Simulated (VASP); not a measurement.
Runs of VASP 6.6.1 on Al2Au. The structure is that of space group Fm-3m (No. 225), or close to it. The cells are those of the table. 

```tsv
task	cell	cutoff (eV)	k mesh for the DOS	occupations for the DOS	gap on the mesh (eV)	pressure (GPa)
single point	a = 4.424 Å, angles 60.0°, 3 atoms	520	-	-	none	-8.0
single point	a = 4.328 Å, angles 60.0°, 3 atoms	520	-	-	none	(a)
single point	a = 4.242 Å, angles 60.0°, 3 atoms	520	-	-	none	3.2
relaxation of cell and atoms	relaxed from a = 4.243 Å, angles 60.0°, 3 atoms	600	-	-	none	0.0
single point	a = 4.286 Å, angles 60.0°, 3 atoms	520	-	-	none	-0.2
single point	a = 4.243 Å, angles 60.0°, 3 atoms	520	-	-	none	3.2
```

Alike in all rows: level PBE; potentials or basis VASP PAW PBE potentials, release 64 (Al, Au); no spin polarisation; k mesh 12 × 12 × 12; smearing gaussian 0.1 eV.

Q: Fill in the values left out.

A: (a) -3.1.

Caveats: spin-orbit coupling is left out, which moves the levels of the heavy elements.

A k mesh can miss the band edges, and the runs leave out spin-orbit coupling on Au.

A gap of «none» marks levels without a gap at the run's occupations.
